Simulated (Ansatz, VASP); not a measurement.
Hf4N: VASP beside Ansatz

```
CELL_PARAMETERS angstrom
4.51227 0.00000 0.00000
0.00000 4.51227 0.00000
0.00000 0.00000 4.51227
ATOMIC_POSITIONS crystal
Hf 0.50000 0.00000 0.00000
Hf 0.00000 0.50000 0.00000
Hf 0.00000 0.00000 0.50000
Hf 0.50000 0.50000 0.50000
N 0.00000 0.00000 0.00000
```

Alike in both runs: functional PBE; k mesh 8 × 8 × 8; occupations gaussian, width 0.1 eV; no spin polarisation.

Ansatz relaxed the structure, and its values are those at the end. VASP's run is a single point on that final structure, the one shown.

|  | VASP | Ansatz |
| --- | --- | --- |
| version | VASP 6.6.1 | Ansatz 0.2.0 |
| potentials or method | VASP PAW PBE potentials, release 64 (Hf_pv, N), cutoff 520 eV | scalar-relativistic, plane waves, PAW |
| valence electrons in the cell | 45 | 109 |

VASP gave:

```
gap on the k mesh at the Fermi level (eV) : none
pressure (GPa)                            : -0.8
```

**Question.** What did Ansatz give for the same quantities?

**Answer.** gap on the k mesh at the Fermi level (eV): none; pressure (GPa): 0.0.

A gap of «none» marks a metal or a gap that the smearing closes. With one functional, cell and mesh, what is left measures potentials, basis and numerics. VASP's potentials hold 45 valence electrons a cell and Ansatz's 109, so a difference there can come from the potentials and not from the codes.

Spin-orbit coupling is off throughout.
